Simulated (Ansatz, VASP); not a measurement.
# HfC in VASP and in Ansatz

```
Hf C
1.0
     0.00000    2.00720    2.00720
     2.00720    0.00000    2.00720
     2.00720    2.00720    0.00000
Hf C
1 1
Direct
  0.00000 0.00000 0.00000
  0.50000 0.50000 0.50000
```

Change from the starting cell: volume scaled by 0.65, LAPW.

Alike in both runs: task single point; functional PBE; k mesh 13 × 13 × 13; occupations fermi-dirac, width 0.05 eV; no spin polarisation.

|  | VASP | Ansatz |
| --- | --- | --- |
| version | VASP 6.6.1 | Ansatz 0.2.0 |
| potentials or method | VASP PAW PBE potentials, release 64 (Hf_pv, C), cutoff 520 eV | all-electron LAPW, scalar-relativistic |

Ansatz gave:

```
pressure (GPa) : 243.2
```

Q: Estimate VASP's values.

A: Pressure (GPa): 250.6.

Both programs put the cell under a high pressure, so it lies far from rest at this level. Ansatz ran all-electron here, and VASP with PAW potentials.

Neither program's run includes spin-orbit coupling. Noted on VASP's run: the cell as given lies far from equilibrium.
